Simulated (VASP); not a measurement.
# F (C2/m) in VASP: settings compared

F is run at these levels: PBE+D3(BJ), LDA, r2SCAN; tasks: relaxation of shape and atoms at fixed volume, single point.

Program: VASP 6.6.1. These are calculated values, not measurements. Logs are shortened: lines on timing, memory, paths and dates and some standing lists are left out, and cuts for length are marked.

## (1) The cell of the first run

The structure is monoclinic, space group C2/m (No. 12). Conventional cell: a = 5.971 Å, b = 3.420 Å, c = 7.633 Å, α = 90.00°, β = 108.09°, γ = 90.00°. F (site symmetry m) has 1 F at 1.43 Å within 1.9 Å. Within 1.9 Å of F (site symmetry m) lie 1 F at 1.43 Å.

## (2) Relaxation of shape and atoms at fixed volume, PBE+D3(BJ) (18.52 Å³/atom)

The input, INCAR:

```
SYSTEM = F
ALGO = Normal
EDIFF = 1E-6
EDIFFG = -0.01
ENCUT = 600
GGA = PE
IBRION = 2
ISIF = 4
ISMEAR = 0
IVDW = 12
LASPH = .True.
LCHARG = .False.
LREAL = .False.
LWAVE = .False.
NELM = 80
NSW = 50
PREC = Accurate
SIGMA = 0.02
```

The input, KPOINTS:

```
k-points
0
Gamma
  8 8 4
  0 0 0
```

The input, POSCAR:

```
F
1.0
    2.9822320030     -1.7100214118     -0.1393873510
    2.9822320030      1.7100214118     -0.1393873510
   -2.0285888550      0.0000000000      7.3588277062
F
4
Direct
    0.0741681850      0.0741681850      0.0937246879
    0.9258318150      0.9258318150      0.9062753121
    0.5014193755      0.5014193755      0.5939755769
    0.4985806245      0.4985806245      0.4060244231
```

Potentials or basis: VASP PAW PBE potentials, release 64 (F).

Started as:

```sh
> cat potpaw_PBE.64/F/POTCAR > POTCAR
> mpirun -np 1 vasp_std > vasp.out
```

OUTCAR:

```text
SYSTEM = F
   EDIFF = 1E-6
   EDIFFG = -0.01
   ENCUT = 600
   GGA = PE
   IBRION = 2
   ISIF = 4
   ISMEAR = 0
   IVDW = 12
   LASPH = .True.
   LREAL = .False.
   NELM = 80
   NSW = 50
   PREC = Accurate
 IVDW          = 12

 ion  position               nearest neighbor table
   1  0.074  0.074  0.094-   2 1.43
   2  0.926  0.926  0.906-   1 1.43
   3  0.501  0.501  0.594-   4 1.43
   4  0.499  0.499  0.406-   3 1.43

  LATTYP: Found a base centered monoclinic cell.
 ALAT       =     5.9709753151
 B/A-ratio  =     0.5727779204
 C/A-ratio  =     1.2784035960
 COS(beta)  =    -0.3104742119

  Lattice vectors:

 A1 = (   2.9822320030,  -1.7100214118,  -0.1393873510)
 A2 = (   2.9822320030,   1.7100214118,  -0.1393873510)
 A3 = (  -2.0285888550,   0.0000000000,   7.3588277062)

Analysis of symmetry for initial positions (statically):
=====================================================================
 Subroutine PRICEL returns:
 Original cell was already a primitive cell.

 Routine SETGRP: Setting up the symmetry group for a
 base centered monoclinic supercell.

 Subroutine GETGRP returns: Found  4 space group operations
 (whereof  4 operations were pure point group operations)
 out of a pool of  4 trial point group operations.

The static configuration has the point symmetry C_2h.

Analysis of symmetry for dynamics (positions and initial velocities):
=====================================================================
 Subroutine PRICEL returns:
 Original cell was already a primitive cell.

 Routine SETGRP: Setting up the symmetry group for a
 base centered monoclinic supercell.

 Subroutine GETGRP returns: Found  4 space group operations
 (whereof  4 operations were pure point group operations)
 out of a pool of  4 trial point group operations.

The dynamic configuration has the point symmetry C_2h.

 Subroutine INISYM returns: Found  4 space group operations
 (whereof  4 operations are pure point group operations),
 and found     1 'primitive' translations

----------------------------------------------------------------------------------------

                                     Primitive cell

  volume of cell :      74.0883

  direct lattice vectors                    reciprocal lattice vectors
     2.982232003 -1.710021412 -0.139387351     0.169848065 -0.292394000  0.046821573
     2.982232003  1.710021412 -0.139387351     0.169848065  0.292394000  0.046821573
    -2.028588855  0.000000000  7.358827706     0.006434360  0.000000000  0.137664953

  length of vectors
     3.440539170  3.440539170  7.633316314     0.341372049  0.341372049  0.137815240

  position of ions in fractional coordinates (direct lattice)
     0.074168185  0.074168185  0.093724688
     0.925831815  0.925831815  0.906275312
     0.501419375  0.501419375  0.593975577
     0.498580625  0.498580625  0.406024423

  ion indices of the primitive-cell ions
   primitive index   ion index
                 1           1
                 2           2
                 3           3
                 4           4

----------------------------------------------------------------------------------------

 KPOINTS: k-points

Automatic generation of k-mesh.
 Grid dimensions read from file:
 generate k-points for:    8    8    4

 Generating k-lattice:

  Cartesian coordinates                     Fractional coordinates (reciprocal lattice)
     0.021231008 -0.036549250  0.005852697     0.125000000 -0.000000000  0.000000000
     0.021231008  0.036549250  0.005852697    -0.000000000  0.125000000  0.000000000
     0.001608590  0.000000000  0.034416238     0.000000000  0.000000000  0.250000000

  Length of vectors
     0.042671506  0.042671506  0.034453810

  Shift w.r.t. Gamma in fractional coordinates (k-lattice)
     0.000000000  0.000000000  0.000000000

 Subroutine IBZKPT returns following result:
 ===========================================

 Found     78 irreducible k-points:

 Following reciprocal coordinates:
            Coordinates               Weight
  0.000000  0.000000  0.000000      1.000000
  0.125000 -0.000000 -0.000000      4.000000
  0.250000 -0.000000 -0.000000      4.000000
  0.375000  0.000000 -0.000000      4.000000
  0.500000 -0.000000 -0.000000      2.000000
  0.125000  0.125000 -0.000000      2.000000
[... 16 lines left out ...]
  0.125000  0.000000  0.250000      4.000000
  0.250000 -0.000000  0.250000      4.000000
 [... further k-points ...]
   k-points           NKPTS =     78   k-points in BZ     NKDIM =     78   number of bands    NBANDS=     18
   number of dos      NEDOS =    301   number of ions     NIONS =      4
   total plane-waves  NPLWV =  50176
   dimension x,y,z NGX =    28 NGY =   28 NGZ =   64
   dimension x,y,z NGXF=    56 NGYF=   56 NGZF=  128
   ions per type =               4
   NGX,Y,Z   is equivalent  to a cutoff of  13.53, 13.53, 13.94 a.u.
   NGXF,Y,Z  is equivalent  to a cutoff of  27.06, 27.06, 27.88 a.u.
 SYSTEM =  F
   PREC   = accura    normal or accurate (medium, high low for compatibility)
   ISTART =      0    job   : 0-new  1-cont  2-samecut
   ICHARG =      2    charge: 1-file 2-atom 10-const
   ISPIN  =      1    spin polarized calculation?
   LNONCOLLINEAR =      F non collinear calculations
   LSORBIT =      F    spin-orbit coupling
   LASPH  =      T    aspherical Exc in radial PAW
   ENCUT  =  600.0 eV  44.10 Ry    6.64 a.u.   6.87  6.87 15.25*2*pi/ulx,y,z
   NELM   =     80;   NELMIN=  2; NELMDL= -5     # of ELM steps
   EDIFF  = 0.1E-05   stopping-criterion for ELM
   LREAL  =      F    real-space projection
   EDIFFG = -.1E-01   stopping-criterion for IOM
   NSW    =     50    number of steps for IOM
   IBRION =      2    ionic relax: 0-MD 1-quasi-New 2-CG
   NFREE  =      1    steps in history (QN), initial steepest desc. (CG)
   ISIF   =      4    stress and relaxation
   ISYM   =      2    0-nonsym 1-usesym 2-fastsym
   POTIM  = 0.5000    time-step for ionic-motion
   TEBEG  =    0.0;   TEEND  =   0.0 temperature during run
   PSTRESS=    0.0 pullay stress
   NELECT =      28.0000    total number of electrons
   NUPDOWN=      -1.0000    fix difference up-down
   EMIN   =  10.00;   EMAX   =-10.00  energy-range for DOS
   EFERMI =   0.00;   METHOD = LEGACY
   ISMEAR =     0;   SIGMA  =   0.02  broadening in eV -4-tet -1-fermi 0-gaus
   EFERMI_NEDOS =   21; number of points for ismear=-14 and -15
   IALGO  =     38    algorithm
   IMIX   =      4    mixing-type and parameters
     AMIX     =   0.40;   BMIX     =  1.00
     AMIX_MAG =   1.60;   BMIX_MAG =  1.00
  volume/ion in A,a.u.               =      18.52       124.99
  Fermi-wavevector in a.u.,A,eV,Ry     =   1.183616  2.236711 19.061052  1.400948
  Thomas-Fermi vector in A             =   2.319847
   LORBIT       =      0    0 simple, 1 ext, 2 COOP (PROOUT), +10 PAW based schemes
   GGA     = PE    functional components
   LHFCALC =     F    Hartree Fock is set to
   AEXX    =    0.0000 exact exchange contribution
   IVDW    =    12    specifies the selected vdW correction
   LEPSILON=     F    determine dielectric tensor
   LRPA    =     F    only Hartree local field effects (RPA)
 conjugate gradient relaxation of ions
 non-spin polarized calculation
 Gauss-broadening in eV      SIGMA  =   0.02
  energy-cutoff  :      600.00
  volume of cell :       74.09
 maximum number of plane-waves:      2492
   NGX = 13   NGY = 13   NGZ = 31

--------------------------------------- Ionic step        1  -------------------------------------------

 number of electron      27.9999984 magnetization

 Free energy of the ion-electron system (eV)
  ---------------------------------------------------
  ext. energy  EPLUGINS =         0.00000000
  ---------------------------------------------------
  free energy    TOTEN  =        -7.32443395 eV

  energy without entropy =       -7.32443395  energy(sigma->0) =       -7.32443395

------------------------ aborting loop because EDIFF is reached ----------------------------------------

 Edisp (eV)   -0.09799

 E8    (eV) :    -0.0210

  FORCE on cell =-STRESS in cart. coord.  units (eV):
  Direction    XX          YY          ZZ          XY          YZ          ZX
  --------------------------------------------------------------------------------------
  -------------------------------------------------------------------------------------
  Total      -0.26007    -0.22326    -0.65086     0.00000     0.00000    -0.02485
  in kB      -5.62411    -4.82809   -14.07497     0.00000     0.00000    -0.53744
  external pressure =       -8.18 kB  Pullay stress =        0.00 kB
[... 103 lines left out ...]
  FREE ENERGIE OF THE ION-ELECTRON SYSTEM (eV)
  ---------------------------------------------------
  free  energy   TOTEN  =        -7.4229258949 eV

  energy  without entropy=       -7.4229258949  energy(sigma->0) =       -7.42292589

[... ionic steps 4 to 8 ...]

--------------------------------------- Ionic step        9  -------------------------------------------

 number of electron      27.9999996 magnetization

------------------------ aborting loop because EDIFF is reached ----------------------------------------

 Edisp (eV)   -0.09752

 E8    (eV) :    -0.0208
[... 73 lines left out ...]
  energy  without entropy=       -7.4224467909  energy(sigma->0) =       -7.42244679

--------------------------------------- Ionic step       11  -------------------------------------------

 number of electron      27.9999996 magnetization

 Free energy of the ion-electron system (eV)
  ---------------------------------------------------
  ext. energy  EPLUGINS =         0.00000000
  ---------------------------------------------------
  free energy    TOTEN  =        -7.32787354 eV

  energy without entropy =       -7.32787354  energy(sigma->0) =       -7.32787354

 E-fermi :  -5.6726     XC(G=0):  -7.0099

 val. band max:       -5.7898981828   @ k =   0.5000   0.5000  -0.0000
 cond. band min:      -3.0623284841   @ k =   0.0000   0.0000   0.0000
 fundamental gap:      2.7275696986
 Fermi energy:        -5.6726332995

 k-point     1 :       0.0000    0.0000    0.0000
  band No.  band energies     occupation
      1     -30.4904      2.00000
      2     -30.3743      2.00000
      3     -24.4737      2.00000
      4     -24.2195      2.00000
      5     -12.2050      2.00000
      6     -11.5848      2.00000
[... 10 lines left out ...]
     17       2.9262      0.00000
     18       5.2634      0.00000
[... 466 lines left out ...]
      2     -30.3706      2.00000
      3     -24.3733      2.00000
      4     -24.2939      2.00000
      5     -11.9795      2.00000
      6     -11.8045      2.00000
[... 10 lines left out ...]
     17       4.5507      0.00000
     18       5.3814      0.00000

 [... further k-points ...]

------------------------ aborting loop because EDIFF is reached ----------------------------------------

 Edisp (eV)   -0.09752

 E8    (eV) :    -0.0208

  FORCE on cell =-STRESS in cart. coord.  units (eV):
  Direction    XX          YY          ZZ          XY          YZ          ZX
  --------------------------------------------------------------------------------------
  -------------------------------------------------------------------------------------
  Total      -0.21976    -0.23221    -0.22157     0.00000     0.00000    -0.00043
  in kB      -4.75245    -5.02170    -4.79145     0.00000     0.00000    -0.00931
  external pressure =       -4.86 kB  Pullay stress =        0.00 kB
[... 19 lines left out ...]
  FREE ENERGIE OF THE ION-ELECTRON SYSTEM (eV)
  ---------------------------------------------------
  free  energy   TOTEN  =        -7.4253895847 eV

  energy  without entropy=       -7.4253895847  energy(sigma->0) =       -7.42538958

 reached required accuracy - stopping structural energy minimisation
```

Run time: 4 min. Hardware: 1 thread of Intel Xeon 6975P-C (Granite Rapids), shared host; peak memory 0.26 GiB.

Results:

```
Free energy                  : -7.4254 eV
Energy gained by relaxing    : 0.7 meV/atom
Ionic steps                  : 11
Pressure after relaxing      : -0.5 GPa
Largest force after relaxing : 0.010 eV/Å
Band gap on the k mesh       : 2.73 eV (least direct gap 2.79 eV)
Dispersion energy per atom   : -0.024 eV
```

Forces on the atoms (eV/Å):
```
F    0.007  0.000 -0.006
F   -0.007  0.000  0.006
F   -0.001  0.000  0.007
F    0.001  0.000 -0.007
```

Step by step:
```tsv
step	energy change (eV)	largest force (eV/Å)	pressure (GPa)	volume (Å³)
1	0.0000	0.1215	-0.82	74.09
2	0.0040	0.4265	0.26	74.09
3	-0.0005	0.0136	-0.56	74.09
4	-0.0006	0.0136	-0.56	74.09
5	-0.0008	0.0119	-0.55	74.09
6	-0.0013	0.0095	-0.55	74.09
7	-0.0020	0.0070	-0.54	74.09
8	-0.0029	0.0102	-0.52	74.09
9	-0.0030	0.0111	-0.50	74.09
10	0.0000	0.4146	-0.29	74.09
11	-0.0030	0.0096	-0.49	74.09
```

Final structure:
```
F
1.0
     3.03798   -1.74202   -0.15702
     3.03798    1.74202   -0.15702
    -2.12196    0.00000    7.10941
F
4
Direct
  0.07625 0.07625 0.09698
  0.92375 0.92375 0.90302
  0.50273 0.50273 0.59681
  0.49727 0.49727 0.40319
```

A k mesh can miss the band edges.

## (3) Single point, LDA

This run uses another cell than the first one, of 17.47 Å³/atom.

The input, INCAR:

```
SYSTEM = F
PREC = Accurate ; ENCUT = 520
EDIFF = 1E-6 ; ISMEAR = 0
SIGMA = 0.02 ; LREAL = .FALSE.
LASPH = .TRUE. ; NELM = 80
ALGO = Normal ; ISIF = 2
LWAVE = .FALSE. ; LCHARG = .FALSE.
NBANDS = 22
```

The input, KPOINTS:

```
Automatic mesh
0
G
  8 8 4
  0 0 0
```

The input, POSCAR:

```
F
1.0
    2.9375407162     -1.6934194167     -0.1275859897
    2.9375407162      1.6934194167     -0.1275859897
   -1.9806375287      0.0000000000      7.1113263377
F
4
Direct
    0.0779843973      0.0779843973      0.0949060498
    0.9220156027      0.9220156027      0.9050939502
    0.4995074289      0.4995074289      0.5957930447
    0.5004925711      0.5004925711      0.4042069553
```

Potentials or basis: VASP PAW LDA potentials, release 64 (F).

Started as:

```sh
> cat potpaw_LDA.64/F/POTCAR > POTCAR
> mpirun -np 1 vasp_std > vasp.out
```

Wall time 2.9 min (1 thread of Oxide Virtual Turin-like, shared host); peak memory 0.17 GiB.

The run converged. Its results:

```
Free energy            : -8.4744 eV
Pressure               : -2.8 GPa
Largest force          : 0.419 eV/Å
Band gap on the k mesh : 2.54 eV (least direct gap 2.60 eV)
```

Forces on the atoms (eV/Å):
```
F   -0.155  0.000 -0.374
F    0.155  0.000  0.374
F    0.130  0.000 -0.398
F   -0.130  0.000  0.398
```

Stress tensor (GPa, compression positive):
```
-2.14  0.00 -0.27
 0.00 -1.63  0.00
-0.27  0.00 -4.67
```

Levels at points of the mesh, in eV from the valence-band top:
```csv
k point,band 11,band 12,band 13,band 14,band 15,band 16,band 17,band 18
"(0.00, 0.00, 0.00)",-0.31,-0.18,-0.14,-0.06,2.54,3.42,8.47,10.73
"(0.50, 0.00, 0.00)",-0.46,-0.43,-0.27,-0.22,3.06,3.10,12.68,12.80
"(0.50, 0.50, 0.00)",-0.46,-0.31,-0.27,0.00,3.00,3.09,12.99,13.01
"(0.00, 0.00, 0.50)",-0.25,-0.21,-0.13,-0.11,2.94,2.98,9.27,9.30
"(0.50, 0.00, 0.50)",-0.59,-0.38,-0.28,-0.07,2.89,3.24,12.69,13.35
"(0.50, 0.50, 0.50)",-0.46,-0.38,-0.17,-0.13,3.05,3.09,12.62,12.80
```

A k mesh can miss the band edges. LDA gaps usually lie below the measured ones, often by a third to a half.

(Part 1 of 2 ends here.)
